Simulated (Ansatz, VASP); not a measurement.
# Two plane-wave programs on Al

```
Al
1.0
     2.82220    0.00000    0.00000
    -1.41110    2.44410    0.00000
     0.00000    0.00000    9.26206
Al
4
Direct
  0.00000 0.00000 0.00000
  0.33333 0.66667 0.25000
  0.00000 0.00000 0.50000
  0.66667 0.33333 0.75000
```

Alike in both runs: functional r2SCAN; k mesh 18 × 18 × 6; occupations gaussian, width 0.1 eV; no spin polarisation.

Ansatz relaxed the structure, and its values are those at the end. VASP's run is a single point on that final structure, the one shown.

|  | VASP | Ansatz |
| --- | --- | --- |
| version | VASP 6.6.1 | Ansatz 0.2.0 |
| potentials or method | VASP PAW PBE potentials, release 64 (Al), cutoff 520 eV | scalar-relativistic, plane waves, PAW |
| valence electrons in the cell | 12 | 12 |

Ansatz gave:

* gap on the k mesh at the Fermi level (eV): none
* pressure (GPa): 0.0

Task: Which values does VASP return?

Result: gap on the k mesh at the Fermi level (eV): none; pressure (GPa): -0.3.

VASP's potentials were made for PBE, not for r2SCAN. A gap of «none» marks a metal or a gap that the smearing closes.
